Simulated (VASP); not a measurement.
# Ba8Zn3O11 in VASP: a series of runs, part 2 of 2

VASP 6.6.1.

## 4. Single point, PBE

File INCAR:

```
PREC     = Accurate       # precision mode
ENCUT    = 520            # plane-wave cutoff, eV
EDIFF    = 1E-6           # SCF threshold, eV
ISMEAR   = -1             # smearing method
SIGMA    = 0.1172         # smearing width, eV
LREAL    = Auto         
LASPH    = True           # aspherical terms in the spheres
NELM     = 60             # most SCF steps
ALGO     = Normal         # electronic algorithm
ISIF     = 2              # what is computed and relaxed
LWAVE    = False          # write WAVECAR
LCHARG   = True           # write CHGCAR
GGA      = PE             # functional
LELF     = True           # ELF
LVHAR    = True         
NBANDS   = 108            # bands
ISYM     = 0
```

File KPOINTS:

```
regular mesh
0
Gamma
  1 1 1
```

File POSCAR:

```
Ba8Zn3O11
1.0
    7.5350960000     -0.0410920000      0.1399040000
   -0.0410920000      7.6639600000     -0.3067190000
    0.1399040000     -0.3067190000      7.2967150000
Ba O Zn
8 11 3
Direct
    0.3328709709      0.1298990187      0.6878365836
    0.6632298290      0.5938523397      0.6389892287
    0.8250571532      0.1166827521      0.5021720077
    0.4245339240      0.6282944446      0.0239878972
    0.9768049689      0.8290191212      0.1595940082
    0.6579138244      0.0056899600      0.9533893599
    0.9833103413      0.3535619082      0.9875753822
    0.3460025720      0.0784140731      0.2652146812
    0.6111163631      0.9249861083      0.6163802739
    0.9059218001      0.7968738110      0.7805381264
    0.1866541219      0.9217742709      0.4765898112
    0.2730548237      0.4304658974      0.1856586981
    0.8407268996      0.4908970758      0.3190262199
    0.2073224979      0.5000937967      0.6717958729
    0.2528265236      0.9207425827      0.9219323767
    0.5085352380      0.3237685881      0.4634853991
    0.6520719359      0.3783960787      0.9430210437
    0.8843900179      0.1218608349      0.1732961110
    0.5906329450      0.8564839129      0.2200129754
    0.1406133658      0.7504756635      0.6855081736
    0.6279761867      0.3860216548      0.2139506333
    0.2773684063      0.4778628157      0.4161622943
```

The run is started by

```console
> cat potpaw_PBE.64/Ba_sv/POTCAR potpaw_PBE.64/O/POTCAR potpaw_PBE.64/Zn/POTCAR > POTCAR
> mpirun -np 1 vasp_gam > vasp.out
```

Run time: 66 s. Hardware: 1 thread of AMD EPYC 9R45 (Zen 5), shared host; peak memory 0.39 GiB.

It converged, with:

```
Free energy            : -111.5289 eV
Pressure               : 7.4 GPa
Largest force          : 4.484 eV/Å
Band gap on the k mesh : 1.20 eV
```

Forces on the atoms (eV/Å):
```
Ba   0.377  0.218  1.622
Ba   1.068  0.916 -1.581
Ba   0.077  0.578  0.466
Ba   0.064  1.764 -1.145
Ba   0.253 -2.147 -0.238
Ba   0.450  0.756 -1.588
Ba   0.567  0.503  0.590
Ba  -0.047 -0.414 -1.792
O   -1.407  0.055  0.247
O   -0.393 -0.347  1.270
O   -1.642 -1.243  0.240
O   -0.976 -1.294 -2.253
O   -0.193  0.501 -0.091
O    0.528  0.132 -0.353
O    0.423 -0.320  0.708
O    0.410  0.104 -1.555
O   -0.419 -0.255 -0.053
O    0.445  0.352  0.047
O   -0.080 -0.756 -0.424
Zn  -0.261  0.825  0.101
Zn   1.292 -0.194  1.339
Zn  -0.535  0.265  4.444
```

Stress tensor (GPa, compression positive):
```
 8.56  0.99 -0.42
 0.99  5.02  1.06
-0.42  1.06  8.67
```

Levels at points of the mesh, in eV from the valence-band top:
| k point | band 89 | band 90 | band 91 | band 92 | band 93 | band 94 |
| --- | --- | --- | --- | --- | --- | --- |
| (0.00, 0.00, 0.00) | -0.62 | -0.40 | 0.00 | 1.20 | 2.36 | 2.64 |

Caveat: the k points lie up to 0.86 Å⁻¹ apart; spin-orbit coupling is left out, which moves the levels of the heavy elements.

## 5. Single point, PBE

File INCAR:

```
SYSTEM = Ba8Zn3O11
ALGO     = Normal         ! electronic algorithm
EDIFF    = 1E-6           ! SCF threshold, eV
ENCUT    = 520            ! plane-wave cutoff, eV
GGA      = PE             ! functional
ISIF     = 2              ! what is computed and relaxed
ISMEAR   = -1             ! smearing method
ISYM     = 0            
LASPH    = .True.         ! aspherical terms in the spheres
LCHARG   = .False.        ! write CHGCAR
LREAL    = Auto         
LWAVE    = .False.        ! write WAVECAR
NBANDS   = 108            ! bands
NELM     = 100            ! most SCF steps
PREC     = Accurate       ! precision mode
SIGMA    = 0.1172         ! smearing width, eV
```

File KPOINTS:

```
k-points
0
Gamma
  1 1 1
  0 0 0
```

File POSCAR:

```
Ba8Zn3O11
1.0
    7.5350960000     -0.0410920000      0.1399040000
   -0.0410920000      7.6639600000     -0.3067190000
    0.1399040000     -0.3067190000      7.2967150000
Ba O Zn
8 11 3
Direct
    0.3319259931      0.1448146620      0.7203475309
    0.6725147050      0.5921900533      0.6275904217
    0.8133491190      0.1040148031      0.5020691532
    0.3914026157      0.6428085877      0.0127373504
    0.9686552129      0.8091638660      0.1416981742
    0.6691362023      0.0217000853      0.9476082041
    0.9881699258      0.3548464081      1.0329089474
    0.3258126871      0.0660781321      0.2610104575
    0.5626040608      0.8963570712      0.6519720430
    0.8657014236      0.7737495599      0.7947348361
    0.1182975943      0.9247325930      0.5222680000
    0.2181443417      0.4479739715      0.1945090171
    0.8055490140      0.5414241410      0.3078757416
    0.1855414979      0.5128000147      0.7044543346
    0.2748528059      0.9222854825      0.9510326872
    0.5035367395      0.3191467473      0.4314651959
    0.6258016115      0.3886532899      0.9290322014
    0.9697466654      0.1343497012      0.2005480779
    0.6021513633      0.8677844734      0.1800210919
    0.1382900230      0.7734358807      0.7325696772
    0.6028249829      0.4172508720      0.2152873099
    0.2565775394      0.4742704329      0.4524054357
```

Potentials or basis: VASP PAW PBE potentials, release 64 (Ba_sv, O, Zn).

The run is started by

```console
> cat potpaw_PBE.64/Ba_sv/POTCAR potpaw_PBE.64/O/POTCAR potpaw_PBE.64/Zn/POTCAR > POTCAR
> mpirun -np 1 vasp_gam > vasp.out
```

OUTCAR:

```text
SYSTEM = Ba8Zn3O11
   EDIFF = 1E-6
   ENCUT = 520
   GGA = PE
   ISIF = 2
   ISMEAR = -1
   ISYM = 0
   LASPH = .True.
   LREAL = Auto
   NELM = 100
   PREC = Accurate

 ion  position               nearest neighbor table
   1  0.332  0.145  0.720-  15 2.52   9 2.60  11 2.69  16 2.85  14 3.05  20 3.19  17 3.23   6 3.28
                             8 3.36  22 3.39   7 3.68   3 3.91   8 4.04   4 4.25   3 4.28   2 4.34
   2  0.673  0.592  0.628-  10 2.31   9 2.48  13 2.51  16 2.76  17 2.81  21 3.25   4 3.46  22 3.51
                            20 3.84   6 3.88   3 3.93   3 4.22   1 4.34   7 4.39   5 4.54   5 4.62
   3  0.813  0.104  0.502-  18 2.48  11 2.71   9 2.71  16 2.96  19 3.30   6 3.50   5 3.50  21 3.72
                             1 3.91   2 3.93   8 4.13   8 4.19   2 4.22   7 4.23   6 4.23   1 4.28
   4  0.391  0.643  0.013-  15 2.41  12 2.42  19 2.59  17 2.66  14 2.89  21 2.90  20 3.08   2 3.46
                             5 3.51   6 3.61   8 3.62  22 3.66   7 3.74   1 4.25   1 4.59   5 4.63
   5  0.969  0.809  0.142-  18 2.50  10 2.67  13 2.73  19 2.80  15 2.82  11 3.10  20 3.20   6 3.24
                             8 3.41   3 3.50   4 3.51   7 3.51   7 4.32   2 4.54   2 4.62   4 4.63
   6  0.669  0.022  0.948-  19 2.19   9 2.45  10 2.58  17 2.85  18 3.05  15 3.06   5 3.24   1 3.28
                             8 3.39   3 3.50  21 3.50   7 3.52   4 3.61   2 3.88   3 4.23
   7  0.988  0.355  0.033-  18 2.17  12 2.21  13 2.71  17 2.88  14 3.10  21 3.17   5 3.51   6 3.52
                             1 3.68   4 3.74  22 3.78   8 3.90   3 4.23   5 4.32   2 4.39   3 4.42
   8  0.326  0.066  0.261-  15 2.48  16 2.60  19 2.61  11 2.71  18 2.80  12 3.13  22 3.36   1 3.36
                             6 3.39   5 3.41  21 3.42   4 3.62   7 3.90   1 4.04   3 4.13   3 4.19
   9  0.563  0.896  0.652-   6 2.45   2 2.48   1 2.60   3 2.71
  10  0.866  0.774  0.795-  20 2.09   2 2.31   6 2.58   5 2.67
  11  0.118  0.925  0.522-  20 2.01   1 2.69   3 2.71   8 2.71   5 3.10
  12  0.218  0.448  0.195-  22 1.91   7 2.21   4 2.42   8 3.13
  13  0.806  0.541  0.308-  21 1.91   2 2.51   7 2.71   5 2.73
  14  0.186  0.513  0.704-  22 1.90  20 2.03   4 2.89   1 3.05   7 3.10
  15  0.275  0.922  0.951-  20 2.17   4 2.41   8 2.48   1 2.52   5 2.82   6 3.06
  16  0.504  0.319  0.431-  21 1.93  22 2.21   8 2.60   2 2.76   1 2.85   3 2.96
  17  0.626  0.389  0.929-  21 2.09   4 2.66   2 2.81   6 2.85   7 2.88   1 3.23
  18  0.970  0.134  0.201-   7 2.17   3 2.48   5 2.50   8 2.80   6 3.05
  19  0.602  0.868  0.180-   6 2.19   4 2.59   8 2.61   5 2.80   3 3.30
[... 154 lines left out ...]
   NGX = 29   NGY = 29   NGZ = 27

 number of electron     182.0000003 magnetization

 Free energy of the ion-electron system (eV)
  ---------------------------------------------------
  ext. energy  EPLUGINS =         0.00000000
  ---------------------------------------------------
  free energy    TOTEN  =      -111.93613760 eV

  energy without entropy =     -111.93064561  energy(sigma->0) =     -111.93339160

 E-fermi :   2.7715     XC(G=0):  -9.6444

 val. band max:        1.9729648890   @ k =   0.0000   0.0000   0.0000
 cond. band min:       3.5354713417   @ k =   0.0000   0.0000   0.0000
 fundamental gap:      1.5625064527
 Fermi energy:         2.7715181655

 k-point     1 :       0.0000    0.0000    0.0000
  band No.  band energies     occupation
      1     -24.8022      2.00000
      2     -24.6658      2.00000
      3     -24.4593      2.00000
      4     -24.2305      2.00000
      5     -24.2007      2.00000
      6     -23.8596      2.00000
[... 95 lines left out ...]
    102       6.4246      0.00000
    103       6.5319      0.00000
 [bands above 103 left out]

------------------------ aborting loop because EDIFF is reached ----------------------------------------

  FORCE on cell =-STRESS in cart. coord.  units (eV):
  Direction    XX          YY          ZZ          XY          YZ          ZX
  --------------------------------------------------------------------------------------
  -------------------------------------------------------------------------------------
  Total       22.2863761     18.5149852     20.8487391      0.0902087     -3.2102172      1.3442099
  in kB       84.9133229     70.5439462     79.4357823      0.3437041    -12.2312487      5.1215743
  external PRESSURE =      78.2976838 kB  Pullay stress =       0.0000000 kB

 VOLUME and BASIS-vectors are now :
 -----------------------------------------------------------------------------
  energy-cutoff  :      520.00
  volume of cell :      420.51
      direct lattice vectors                 reciprocal lattice vectors
     7.535096000 -0.041092000  0.139904000     0.132762428  0.000610988 -0.002519845
    -0.041092000  7.663960000 -0.306719000     0.000610988  0.130703536  0.005482437
     0.139904000 -0.306719000  7.296715000    -0.002519845  0.005482437  0.137326743

 POSITION                                       TOTAL-FORCE (eV/Angst)
 -----------------------------------------------------------------------------------
      2.59592      0.87527      5.25819        -0.135978     -0.228507     -0.256344
      5.13093      4.31839      4.49180        -0.320533     -0.088161     -0.567540
      6.19463      0.60975      3.74534        -0.373450     -0.431921      0.167324
      2.92462      4.90647     -0.04946         1.439926     -0.578927     -0.481879
      7.28548      6.11813      0.92126        -0.845350     -1.450627      0.672152
      5.17369     -0.15184      7.00139         1.044020      1.422937     -1.882123
[... 14 lines left out ...]
      4.55532      3.10699      1.52725         1.048969     -0.248960     -0.432664
      1.97714      3.48548      3.19150        -0.211987      0.051559     -0.129430
 -----------------------------------------------------------------------------------
    total drift:                                0.013359      0.002507      0.013038

  FREE ENERGIE OF THE ION-ELECTRON SYSTEM (eV)
  ---------------------------------------------------
  free  energy   TOTEN  =      -111.9361376030 eV

  energy  without entropy=     -111.9306456065  energy(sigma->0) =     -111.93339160
```

OSZICAR:

```text
N       E                     dE             d eps       ncg     rms          rms(c)
DAV:   1     0.284721503934E+04    0.28472E+04   -0.93399E+04   216   0.189E+03
DAV:   2     0.349061457999E+03   -0.24982E+04   -0.24193E+04   248   0.506E+02
DAV:   3    -0.102661000326E+03   -0.45172E+03   -0.43629E+03   252   0.217E+02
DAV:   4    -0.141867523054E+03   -0.39207E+02   -0.38929E+02   264   0.644E+01
DAV:   5    -0.143524003760E+03   -0.16565E+01   -0.16539E+01   320   0.130E+01    0.369E+01
DAV:   6    -0.110801668710E+03    0.32722E+02   -0.16077E+02   344   0.898E+01    0.203E+01
DAV:   7    -0.112659312140E+03   -0.18576E+01   -0.39413E+01   248   0.190E+01    0.135E+01
DAV:   8    -0.112642201567E+03    0.17111E-01   -0.14553E+01   304   0.135E+01    0.618E+00
DAV:   9    -0.111920804006E+03    0.72140E+00   -0.27600E+00   288   0.758E+00    0.212E+00
DAV:  10    -0.111924875087E+03   -0.40711E-02   -0.86233E-01   280   0.284E+00    0.765E-01
DAV:  11    -0.111929725941E+03   -0.48509E-02   -0.71727E-02   272   0.130E+00    0.461E-01
DAV:  12    -0.111933163290E+03   -0.34373E-02   -0.14840E-02   288   0.720E-01    0.199E-01
DAV:  13    -0.111935913495E+03   -0.27502E-02   -0.64163E-03   264   0.288E-01    0.118E-01
DAV:  14    -0.111935939472E+03   -0.25978E-04   -0.14994E-03   272   0.130E-01    0.503E-02
DAV:  15    -0.111936099108E+03   -0.15964E-03   -0.40859E-04   280   0.734E-02    0.297E-02
DAV:  16    -0.111936137401E+03   -0.38293E-04   -0.11062E-04   272   0.433E-02    0.212E-02
DAV:  17    -0.111936137048E+03    0.35268E-06   -0.40674E-05   288   0.307E-02    0.901E-03
DAV:  18    -0.111936137603E+03   -0.55499E-06   -0.53509E-06   224   0.880E-03
   1 F= -.11193614E+03 E0= -.11193339E+03  d E =-.549200E-02
```

stdout:

```text
POSCAR found type information on POSCAR BaO Zn
 POSCAR found :  3 types and      22 ions
 scaLAPACK will be used
 LDA part: xc-table for (Slater+PW92), standard interpolation
 POSCAR, INCAR and KPOINTS ok, starting setup
 FFT: planning ... GRIDC
 FFT: planning ... GRID_SOFT
 FFT: planning ... GRID
 WAVECAR not read
 entering main loop
```

Wall time 59 s (1 thread of AMD EPYC 9R45 (Zen 5), shared host); peak memory 0.39 GiB.

What came out:

* Free energy: -111.9361 eV
* Pressure: 7.8 GPa
* Largest force: 4.382 eV/Å
* Band gap on the k mesh: 1.56 eV

Forces on the atoms (eV/Å):
```
Ba  -0.136 -0.229 -0.256
Ba  -0.321 -0.088 -0.568
Ba  -0.373 -0.432  0.167
Ba   1.440 -0.579 -0.482
Ba  -0.845 -1.451  0.672
Ba   1.044  1.423 -1.882
Ba  -2.261  1.761 -3.314
Ba  -0.456 -0.032  1.082
O   -0.766  1.148 -0.801
O    2.530  0.768  1.819
O    0.472  0.596 -0.144
O    2.386  0.744  2.729
O    0.387 -0.317 -0.608
O    0.861 -0.046 -0.428
O   -1.240  0.417 -0.826
O   -0.791 -0.217 -0.084
O   -0.447 -0.486  0.974
O   -0.553 -2.507  1.803
O   -0.363 -0.895  1.812
Zn  -1.405  0.617 -1.103
Zn   1.049 -0.249 -0.433
Zn  -0.212  0.052 -0.129
```

Caveat: the k points lie up to 0.86 Å⁻¹ apart; spin-orbit coupling is left out, which moves the levels of the heavy elements.

## 6. Single point, PBE

File INCAR:

```
SYSTEM = Ba8Zn3O11
PREC = Accurate
ENCUT = 520
EDIFF = 1E-7
ISMEAR = -1
SIGMA = 0.1172
LREAL = Auto
LASPH = .TRUE.
NELM = 80
ALGO = Normal
ISIF = 2
LWAVE = .FALSE.
LCHARG = .TRUE.
GGA = PE
LELF = .TRUE.
LVHAR = .TRUE.
ISYM = 0
NBANDS = 108
```

File KPOINTS:

```
Automatic mesh
0
G
  1 1 1
  0 0 0
```

File POSCAR:

```
Ba8Zn3O11
1.0
    7.5350960000     -0.0410920000      0.1399040000
   -0.0410920000      7.6639600000     -0.3067190000
    0.1399040000     -0.3067190000      7.2967150000
Ba O Zn
8 11 3
Direct
    0.3026895981      0.1472706519      0.7066378804
    0.6383551677      0.5946220133      0.6376782467
    0.8026544832      0.1228096838      0.5038091101
    0.4145366818      0.6529197361      0.0044751026
    0.9760341819      0.7934678578      0.1950832096
    0.6796827346      0.0177824961      0.9554341777
    0.9956091831      0.3373394638      1.0357186372
    0.3092524771      0.0503005278      0.2888684112
    0.5182272733      0.9134430821      0.6467002316
    0.9062686260      0.6629312903      0.8905040168
    0.0780737304      0.9106599391      0.5477526365
    0.2275463201      0.4987275717      0.2212899341
    0.8548390068      0.5137337525      0.3441028609
    0.2571357417      0.5305272714      0.7095503217
    0.2155550037      0.9136950753      0.9761472981
    0.5300636960      0.2919099705      0.4049014252
    0.6088126040      0.3589021465      0.9212287706
    0.9348472962      0.1087001616      0.2003558490
    0.5905829972      0.8774763977      0.1831375845
    0.1107520416      0.7672482496      0.7603535238
    0.6323148508      0.4193286342      0.2266693550
    0.2216546940      0.4881668696      0.4764006372
```

Potentials or basis: VASP PAW PBE potentials, release 64 (Ba_sv, O, Zn).

The run is started by

```console
> cat potpaw_PBE.64/Ba_sv/POTCAR potpaw_PBE.64/O/POTCAR potpaw_PBE.64/Zn/POTCAR > POTCAR
> mpirun -np 1 vasp_gam > vasp.out
```

Wall time 73 s (1 thread of AMD EPYC 9R45 (Zen 5), shared host); peak memory 0.39 GiB.

The run converged. Its results:

```yaml
Free_energy: -112.3095 eV
Pressure: 7.0 GPa
Largest_force: 3.232 eV/Å
Band_gap_on_the_k_mesh: 1.62 eV
```

Forces in eV/Å, atoms in the order of the input:
```
Ba   0.755 -0.766  1.641
Ba   1.471 -0.121 -0.848
Ba  -0.783  0.004  0.240
Ba  -0.300 -0.851  0.682
Ba  -0.962 -1.866  0.749
Ba   1.425  1.326 -2.447
Ba   0.342  2.498 -1.357
Ba   0.526 -0.088 -0.583
O    0.700  0.432  0.040
O   -0.591  0.026 -1.180
O    0.428  0.694  0.442
O    0.355 -0.369  1.233
O   -1.468 -0.676 -0.081
O    0.298 -0.257  1.055
O    0.667  1.009 -0.759
O   -1.379 -0.274  0.918
O    0.196 -0.182  1.309
O   -0.489 -0.293  1.010
O   -0.961 -1.059  2.595
Zn  -0.946  0.206 -0.406
Zn   0.968 -0.147 -1.120
Zn  -0.252  0.753 -3.133
```

Stress tensor (GPa, compression positive):
```
 6.42  0.83 -3.39
 0.83  5.61  0.79
-3.39  0.79  9.06
```

Levels at points of the mesh, in eV from the valence-band top:
```tsv
k point	band 89	band 90	band 91	band 92	band 93	band 94
(0.00, 0.00, 0.00)	-0.27	-0.23	0.00	1.62	2.51	2.91
```

Caveat: the k points lie up to 0.86 Å⁻¹ apart; spin-orbit coupling is left out, which moves the levels of the heavy elements.
